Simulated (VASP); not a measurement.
# MoH3 in VASP: notebook, part 2 of 3

VASP 6.6.1. The steps go on from the part before.

## 3. Single point, PBE

This run uses another cell than the first one, of 11.30 Å³/atom, 1.840 times its volume.

Input file INCAR:

```
PREC = Accurate ; ENCUT = 520
EDIFF = 1E-6 ; ISMEAR = 0
SIGMA = 0.1 ; LREAL = F
LASPH = T ; NELM = 80
ALGO = Normal ; ISIF = 2
LWAVE = F ; LCHARG = F
GGA = PE ; NBANDS = 16
```

Input file KPOINTS:

```
Automatic mesh
0
Gamma
  6 6 6
```

Input file POSCAR:

```
MoH3
1.0
    3.6318194300      0.0000000000      0.0000000000
    0.0000000000      3.6318194300      0.0000000000
    0.0000000000      0.0000000000      3.4262449500
H Mo
3 1
Direct
    0.0000000000      0.5000000000      0.5000000000
    0.5000000000      0.0000000000      0.5000000000
    0.5000000000      0.5000000000      0.0000000000
    0.0000000000      0.0000000000      0.0000000000
```

Potentials or basis: VASP PAW PBE potentials, release 64 (H, Mo_sv).

Started as:

```
> cat potpaw_PBE.64/H/POTCAR potpaw_PBE.64/Mo_sv/POTCAR > POTCAR
> mpirun -np 1 vasp_std > vasp.out
```

OUTCAR:

```text
PREC = Accurate
   ENCUT = 520
   EDIFF = 1E-6
   ISMEAR = 0
   LREAL = F
   LASPH = T
   NELM = 80
   ISIF = 2
   GGA = PE

 ion  position               nearest neighbor table
   1  0.000  0.500  0.500-
   2  0.500  0.000  0.500-
   3  0.500  0.500  0.000-
   4  0.000  0.000  0.000-

  LATTYP: Found a simple tetragonal cell.
 ALAT       =     3.6318194300
 C/A-ratio  =     0.9433962828

  Lattice vectors:

 A1 = (   3.6318194300,   0.0000000000,   0.0000000000)
 A2 = (   0.0000000000,   3.6318194300,   0.0000000000)
 A3 = (   0.0000000000,   0.0000000000,   3.4262449500)

Analysis of symmetry for initial positions (statically):
=====================================================================
 Subroutine PRICEL returns:
 Original cell was already a primitive cell.

 Routine SETGRP: Setting up the symmetry group for a
 simple tetragonal supercell.

 Subroutine GETGRP returns: Found 16 space group operations
 (whereof 16 operations were pure point group operations)
 out of a pool of 16 trial point group operations.

The static configuration has the point symmetry D_4h.

Analysis of symmetry for dynamics (positions and initial velocities):
=====================================================================
 Subroutine PRICEL returns:
 Original cell was already a primitive cell.

 Routine SETGRP: Setting up the symmetry group for a
 simple tetragonal supercell.

 Subroutine GETGRP returns: Found 16 space group operations
 (whereof 16 operations were pure point group operations)
 out of a pool of 16 trial point group operations.

The dynamic configuration has the point symmetry D_4h.

 Subroutine INISYM returns: Found 16 space group operations
[... 111 lines left out ...]
   PSTRESS=    0.0 pullay stress
   NELECT =      17.0000    total number of electrons
   NUPDOWN=      -1.0000    fix difference up-down
   EMIN   =  10.00;   EMAX   =-10.00  energy-range for DOS
   EFERMI =   0.00;   METHOD = LEGACY
   ISMEAR =     0;   SIGMA  =   0.10  broadening in eV -4-tet -1-fermi 0-gaus
   EFERMI_NEDOS =   21; number of points for ismear=-14 and -15
   IALGO  =     38    algorithm
   IMIX   =      4    mixing-type and parameters
     AMIX     =   0.40;   BMIX     =  1.00
     AMIX_MAG =   1.60;   BMIX_MAG =  1.00
  volume/ion in A,a.u.               =      11.30        76.24
  Fermi-wavevector in a.u.,A,eV,Ry     =   1.181777  2.233235 19.001851  1.396597
  Thomas-Fermi vector in A             =   2.318044
   LORBIT       =      0    0 simple, 1 ext, 2 COOP (PROOUT), +10 PAW based schemes
   GGA     = PE    functional components
   LHFCALC =     F    Hartree Fock is set to
   AEXX    =    0.0000 exact exchange contribution
   IVDW    =     0    specifies the selected vdW correction
   LEPSILON=     F    determine dielectric tensor
   LRPA    =     F    only Hartree local field effects (RPA)
 non-spin polarized calculation
 Gauss-broadening in eV      SIGMA  =   0.10
  energy-cutoff  :      520.00
  volume of cell :       45.19
 maximum number of plane-waves:      1245
 NGX is ok and might be reduce to    28
   NGX = 13   NGY = 13   NGZ = 13

 number of electron      16.9999997 magnetization

 Free energy of the ion-electron system (eV)
  ---------------------------------------------------
  ext. energy  EPLUGINS =         0.00000000
  ---------------------------------------------------
  free energy    TOTEN  =       -16.04937562 eV

  energy without entropy =      -16.00577618  energy(sigma->0) =      -16.02757590

 E-fermi :   2.8044     XC(G=0):  -9.6272

 val. band max:        2.8005571049   @ k =   0.1667   0.1667   0.5000
 cond. band min:       2.8171751568   @ k =   0.3333   0.3333   0.3333
 fundamental gap:      0.0166180519
 Fermi energy:         2.8044106483

 k-point     1 :       0.0000    0.0000    0.0000
  band No.  band energies     occupation
      1     -58.7441      2.00000
      2     -32.7114      2.00000
      3     -32.7114      2.00000
      4     -32.6789      2.00000
      5      -4.6028      2.00000
      6      -0.1094      2.00000
[... 433 lines left out ...]
      3     -32.7444      2.00000
      4     -32.7018      2.00000
      5      -1.6564      2.00000
      6      -0.7196      2.00000
[... 8 lines left out ...]
     15      12.1204      0.00000
     16      13.8492      0.00000

 [... further k-points ...]
[... 5 lines left out ...]
  --------------------------------------------------------------------------------------
  -------------------------------------------------------------------------------------
  Total       -9.5772927     -9.5772927     -9.8810020      0.0000000     -0.0000000      0.0000000
  in kB     -339.5364763   -339.5364763   -350.3036512      0.0000000     -0.0000000      0.0000000
  external PRESSURE =    -343.1255346 kB  Pullay stress =       0.0000000 kB

 VOLUME and BASIS-vectors are now :
 -----------------------------------------------------------------------------
  energy-cutoff  :      520.00
  volume of cell :       45.19
      direct lattice vectors                 reciprocal lattice vectors
     3.631819430  0.000000000  0.000000000     0.275344086  0.000000000  0.000000000
     0.000000000  3.631819430  0.000000000     0.000000000  0.275344086  0.000000000
     0.000000000  0.000000000  3.426244950     0.000000000  0.000000000  0.291864713

 POSITION                                       TOTAL-FORCE (eV/Angst)
 -----------------------------------------------------------------------------------
      0.00000      1.81591      1.71312         0.000000      0.000000      0.000000
      1.81591      0.00000      1.71312         0.000000      0.000000      0.000000
      1.81591      1.81591      0.00000         0.000000      0.000000      0.000000
      0.00000      0.00000      0.00000         0.000000      0.000000      0.000000
 -----------------------------------------------------------------------------------
    total drift:                               -0.000000     -0.000000     -0.000000

  FREE ENERGIE OF THE ION-ELECTRON SYSTEM (eV)
  ---------------------------------------------------
  free  energy   TOTEN  =       -16.0493756224 eV

  energy  without entropy=      -16.0057761754  energy(sigma->0) =      -16.02757590
```

OSZICAR:

```text
N       E                     dE             d eps       ncg     rms          rms(c)
DAV:   1     0.916829305540E+02    0.91683E+02   -0.82384E+03  1296   0.947E+02
DAV:   2    -0.163257865351E+02   -0.10801E+03   -0.10467E+03  1696   0.260E+02
DAV:   3    -0.180928179927E+02   -0.17670E+01   -0.17567E+01  1416   0.328E+01
DAV:   4    -0.180987756537E+02   -0.59577E-02   -0.59564E-02  1456   0.230E+00
DAV:   5    -0.180988280006E+02   -0.52347E-04   -0.52347E-04  1472   0.196E-01    0.838E+00
DAV:   6    -0.162133738652E+02    0.18855E+01   -0.55968E+00  1368   0.185E+01    0.318E+00
DAV:   7    -0.160452065794E+02    0.16817E+00   -0.50232E-01  1304   0.627E+00    0.754E-01
DAV:   8    -0.160475965949E+02   -0.23900E-02   -0.14073E-02  1368   0.953E-01    0.378E-01
DAV:   9    -0.160492830151E+02   -0.16864E-02   -0.27616E-03  1360   0.511E-01    0.719E-02
DAV:  10    -0.160493685967E+02   -0.85582E-04   -0.12130E-04  1344   0.874E-02    0.255E-02
DAV:  11    -0.160493741898E+02   -0.55931E-05   -0.37313E-05  1448   0.558E-02    0.104E-02
DAV:  12    -0.160493755205E+02   -0.13306E-05   -0.35320E-06  1360   0.127E-02    0.211E-03
DAV:  13    -0.160493756224E+02   -0.10188E-06   -0.27549E-07   880   0.426E-03
   1 F= -.16049376E+02 E0= -.16027576E+02  d E =-.435994E-01
```

stdout:

```text
POSCAR found type information on POSCAR H Mo
 POSCAR found :  2 types and       4 ions
 scaLAPACK will be used
 LDA part: xc-table for (Slater+PW92), standard interpolation
 POSCAR, INCAR and KPOINTS ok, starting setup
 FFT: planning ... GRIDC
 FFT: planning ... GRID_SOFT
 FFT: planning ... GRID
 WAVECAR not read
 entering main loop
```

Run time: 19 s. Hardware: 1 thread of Intel Xeon Platinum 8124M at 3.00GHz (Skylake/Cascade Lake), shared host; peak memory 0.17 GiB.

What came out:

```yaml
Free_energy: -16.0494 eV
Pressure: -34.3 GPa
```

Stress tensor (GPa, compression positive):
```
-33.95   0.00   0.00
  0.00 -33.95   0.00
  0.00   0.00 -35.03
```

Levels at points of the mesh, in eV from the Fermi level:
```csv
k point,band 5,band 6,band 7,band 8,band 9,band 10,band 11,band 12
"(0.00, 0.00, 0.00)",-7.41,-2.91,-2.57,0.44,0.60,0.60,2.91,3.23
"(0.50, 0.00, 0.00)",-4.91,-4.86,-1.48,-0.36,-0.11,0.66,0.75,1.36
"(0.50, 0.50, 0.00)",-4.10,-2.82,-2.82,-1.76,0.02,0.02,0.95,3.01
"(0.00, 0.00, 0.50)",-4.63,-4.48,-1.31,-0.50,-0.50,0.43,0.55,1.80
"(0.50, 0.00, 0.50)",-4.28,-2.60,-2.44,-1.42,-0.34,-0.13,1.17,3.42
"(0.50, 0.50, 0.50)",-3.84,-3.84,-3.46,1.04,1.30,3.22,3.59,3.59
```

## 4. Single point, PBE, collinear spin, ferromagnetic start

Input file INCAR:

```
SYSTEM = MoH3
PREC     = Accurate       ! precision mode
ENCUT    = 520            ! plane-wave cutoff, eV
EDIFF    = 1E-6           ! SCF threshold, eV
ISMEAR   = 0              ! smearing method
SIGMA    = 0.1            ! smearing width, eV
LREAL    = .FALSE.        ! projectors in reciprocal space
LASPH    = .TRUE.         ! aspherical terms in the spheres
NELM     = 150            ! most SCF steps
ALGO     = Normal         ! electronic algorithm
ISIF     = 2              ! what is computed and relaxed
LWAVE    = .FALSE.        ! write WAVECAR
LCHARG   = .TRUE.         ! write CHGCAR
ISPIN    = 2              ! spin polarisation
MAGMOM   = 0 0 0 1        ! initial moments
LORBIT   = 11             ! projections on sites
LMAXMIX  = 4              ! l up to which the mixer works
GGA      = PE             ! functional
LELF     = .TRUE.         ! ELF
LVHAR    = .TRUE.       
NBANDS   = 20             ! bands
```

Input file KPOINTS:

```
Automatic mesh
0
G
  6 6 6
  0 0 0
```

Input file POSCAR:

```
MoH3
1.0
    2.9069008664      0.0000000000      0.0000000000
    0.0000000000      2.9069008664      0.0000000000
    0.0000000000      0.0000000000      2.9069008664
H Mo
3 1
Direct
    0.0000000000      0.5000000000      0.5000000000
    0.5000000000      0.0000000000      0.5000000000
    0.5000000000      0.5000000000      0.0000000000
    0.0000000000      0.0000000000      0.0000000000
```

Potentials or basis: VASP PAW PBE potentials, release 64 (H, Mo_sv).

Started as:

```
> cat potpaw_PBE.64/H/POTCAR potpaw_PBE.64/Mo_sv/POTCAR > POTCAR
> mpirun -np 1 vasp_std > vasp.out
```

OUTCAR:

```text
SYSTEM = MoH3
   PREC = Accurate
   ENCUT = 520
   EDIFF = 1E-6
   ISMEAR = 0
   LREAL = .FALSE.
   LASPH = .TRUE.
   NELM = 150
   ISIF = 2
   ISPIN = 2
   LORBIT = 11
   GGA = PE

 ion  position               nearest neighbor table
   1  0.000  0.500  0.500-   4 2.06   4 2.06   4 2.06   4 2.06
   2  0.500  0.000  0.500-   4 2.06   4 2.06   4 2.06   4 2.06
   3  0.500  0.500  0.000-   4 2.06   4 2.06   4 2.06   4 2.06
   4  0.000  0.000  0.000-   1 2.06   2 2.06   3 2.06   1 2.06   2 2.06   1 2.06   3 2.06   1 2.06
                             2 2.06   3 2.06   2 2.06   3 2.06

  LATTYP: Found a simple cubic cell.
 ALAT       =     2.9069008664

  Lattice vectors:

 A1 = (   2.9069008664,   0.0000000000,   0.0000000000)
 A2 = (   0.0000000000,   2.9069008664,   0.0000000000)
 A3 = (   0.0000000000,   0.0000000000,   2.9069008664)

Analysis of symmetry for initial positions (statically):
=====================================================================
 Subroutine PRICEL returns:
 Original cell was already a primitive cell.

 Routine SETGRP: Setting up the symmetry group for a
 simple cubic supercell.

 Subroutine GETGRP returns: Found 48 space group operations
 (whereof 48 operations were pure point group operations)
 out of a pool of 48 trial point group operations.

The static configuration has the point symmetry O_h .

Analysis of symmetry for dynamics (positions and initial velocities):
=====================================================================
 Subroutine PRICEL returns:
 Original cell was already a primitive cell.

 Routine SETGRP: Setting up the symmetry group for a
 simple cubic supercell.

 Subroutine GETGRP returns: Found 48 space group operations
 (whereof 48 operations were pure point group operations)
 out of a pool of 48 trial point group operations.

The dynamic configuration has the point symmetry O_h .

Analysis of structural, dynamic, and magnetic symmetry:
=====================================================================
 Subroutine PRICEL returns:
 Original cell was already a primitive cell.

 Routine SETGRP: Setting up the symmetry group for a
 simple cubic supercell.

 Subroutine GETGRP returns: Found 48 space group operations
 (whereof 48 operations were pure point group operations)
 out of a pool of 48 trial point group operations.

The overall configuration has the point symmetry O_h .

 Subroutine INISYM returns: Found 48 space group operations
 (whereof 48 operations are pure point group operations),
 and found     1 'primitive' translations

----------------------------------------------------------------------------------------

                                     Primitive cell

  volume of cell :      24.5635

  direct lattice vectors                    reciprocal lattice vectors
     2.906900866  0.000000000  0.000000000     0.344008979  0.000000000  0.000000000
     0.000000000  2.906900866  0.000000000     0.000000000  0.344008979  0.000000000
     0.000000000  0.000000000  2.906900866     0.000000000  0.000000000  0.344008979

  length of vectors
     2.906900866  2.906900866  2.906900866     0.344008979  0.344008979  0.344008979

  position of ions in fractional coordinates (direct lattice)
     0.000000000  0.500000000  0.500000000
     0.500000000  0.000000000  0.500000000
     0.500000000  0.500000000  0.000000000
     0.000000000  0.000000000  0.000000000

  ion indices of the primitive-cell ions
   primitive index   ion index
[... 73 lines left out ...]
   EDIFFG = 0.1E-04   stopping-criterion for IOM
   NSW    =      0    number of steps for IOM
   IBRION =     -1    ionic relax: 0-MD 1-quasi-New 2-CG
   NFREE  =      0    steps in history (QN), initial steepest desc. (CG)
   ISIF   =      2    stress and relaxation
   ISYM   =      2    0-nonsym 1-usesym 2-fastsym
   POTIM  = 0.5000    time-step for ionic-motion
   TEBEG  =    0.0;   TEEND  =   0.0 temperature during run
   PSTRESS=    0.0 pullay stress
   NELECT =      17.0000    total number of electrons
   NUPDOWN=      -1.0000    fix difference up-down
   EMIN   =  10.00;   EMAX   =-10.00  energy-range for DOS
   EFERMI =   0.00;   METHOD = LEGACY
   ISMEAR =     0;   SIGMA  =   0.10  broadening in eV -4-tet -1-fermi 0-gaus
   EFERMI_NEDOS =   21; number of points for ismear=-14 and -15
   IALGO  =     38    algorithm
   IMIX   =      4    mixing-type and parameters
     AMIX     =   0.40;   BMIX     =  1.00
     AMIX_MAG =   1.60;   BMIX_MAG =  1.00
  volume/ion in A,a.u.               =       6.14        41.44
  Fermi-wavevector in a.u.,A,eV,Ry     =   1.448086  2.736485 28.530765  2.096952
  Thomas-Fermi vector in A             =   2.565967
   LORBIT       =     11    0 simple, 1 ext, 2 COOP (PROOUT), +10 PAW based schemes
   GGA     = PE    functional components
   LHFCALC =     F    Hartree Fock is set to
   AEXX    =    0.0000 exact exchange contribution
   IVDW    =     0    specifies the selected vdW correction
   LEPSILON=     F    determine dielectric tensor
   LRPA    =     F    only Hartree local field effects (RPA)
 spin polarized calculation
 Gauss-broadening in eV      SIGMA  =   0.10
  energy-cutoff  :      520.00
  volume of cell :       24.56
 maximum number of plane-waves:       691
 NGX is ok and might be reduce to    24
   NGX = 11   NGY = 11   NGZ = 11

 number of electron      16.9999998 magnetization       1.3366989

 Free energy of the ion-electron system (eV)
  ---------------------------------------------------
  ext. energy  EPLUGINS =         0.00000000
  ---------------------------------------------------
  free energy    TOTEN  =       -19.78881617 eV

  energy without entropy =      -19.78477484  energy(sigma->0) =      -19.78679550

 E-fermi :   9.3025     XC(G=0): -12.3568

 val. band max:        9.1976632417   @ k =   0.5000   0.3333   0.3333
 cond. band min:       9.3055215551   @ k =   0.5000   0.3333   0.0000
 fundamental gap:      0.1078583134
 Fermi energy:         9.3025480893

 spin component 1

 k-point     1 :       0.0000    0.0000    0.0000
  band No.  band energies     occupation
      1     -52.4738      1.00000
      2     -26.3439      1.00000
      3     -26.3439      1.00000
      4     -26.3439      1.00000
      5      -2.8405      1.00000
      6       3.4279      1.00000
[... 436 lines left out ...]
      6       1.7958      1.00000
[... 12 lines left out ...]
     19      38.1471      0.00000
     20      38.1471      0.00000
 Fermi energy:         9.3025480893

 spin component 2

 k-point     1 :       0.0000    0.0000    0.0000
  band No.  band energies     occupation
      1     -51.6821      1.00000
      2     -25.4701      1.00000
      3     -25.4701      1.00000
      4     -25.4701      1.00000
      5      -2.6070      1.00000
      6       3.8989      1.00000
[... 449 lines left out ...]
     19      38.7558      0.00000
     20      38.7558      0.00000

------------------------ aborting loop because EDIFF is reached ----------------------------------------

  FORCE on cell =-STRESS in cart. coord.  units (eV):
  Direction    XX          YY          ZZ          XY          YZ          ZX
  --------------------------------------------------------------------------------------
  -------------------------------------------------------------------------------------
  Total        0.5629466      0.5629466      0.5629466     -0.0000000     -0.0000000      0.0000000
  in kB       36.7186879     36.7186879     36.7186879     -0.0000000     -0.0000000      0.0000000
  external PRESSURE =      36.7186879 kB  Pullay stress =       0.0000000 kB

 VOLUME and BASIS-vectors are now :
 -----------------------------------------------------------------------------
  energy-cutoff  :      520.00
  volume of cell :       24.56
      direct lattice vectors                 reciprocal lattice vectors
     2.906900866  0.000000000  0.000000000     0.344008979  0.000000000  0.000000000
     0.000000000  2.906900866  0.000000000     0.000000000  0.344008979  0.000000000
     0.000000000  0.000000000  2.906900866     0.000000000  0.000000000  0.344008979

 POSITION                                       TOTAL-FORCE (eV/Angst)
 -----------------------------------------------------------------------------------
      0.00000      1.45345      1.45345         0.000000      0.000000      0.000000
      1.45345      0.00000      1.45345         0.000000      0.000000      0.000000
      1.45345      1.45345      0.00000         0.000000      0.000000      0.000000
      0.00000      0.00000      0.00000         0.000000      0.000000      0.000000
 -----------------------------------------------------------------------------------
    total drift:                                0.000000      0.000000      0.000000

  FREE ENERGIE OF THE ION-ELECTRON SYSTEM (eV)
  ---------------------------------------------------
  free  energy   TOTEN  =       -19.7888161721 eV

  energy  without entropy=      -19.7847748378  energy(sigma->0) =      -19.78679550

 total charge

# of ion       s       p       d       tot
------------------------------------------
    1        0.507   0.023   0.000   0.529
    2        0.507   0.023   0.000   0.529
    3        0.507   0.023   0.000   0.529
    4        2.268   6.175   4.031  12.474
--------------------------------------------------
tot          3.788   6.243   4.031  14.063

 magnetization (x)

# of ion       s       p       d       tot
------------------------------------------
    1       -0.017   0.006   0.000  -0.011
    2       -0.017   0.006   0.000  -0.011
    3       -0.017   0.006   0.000  -0.011
    4        0.027   0.029   1.160   1.216
--------------------------------------------------
tot         -0.025   0.048   1.160   1.183
```

It took 17 s on 1 thread of Intel Xeon Platinum 8124M at 3.00GHz (Skylake/Cascade Lake), shared host; peak memory 0.15 GiB.

Results:

```
Free energy                                           : -19.7888 eV
Pressure                                              : 3.7 GPa
Net moment                                            : 1.34 μB per cell
Site moments                                          : H -0.01; Mo +1.22 μB
Valence electrons inside the program's atomic spheres : H 0.53; Mo 12.47
```

Caveat: the k points lie up to 0.36 Å⁻¹ apart.

[end of part 2 of 3]
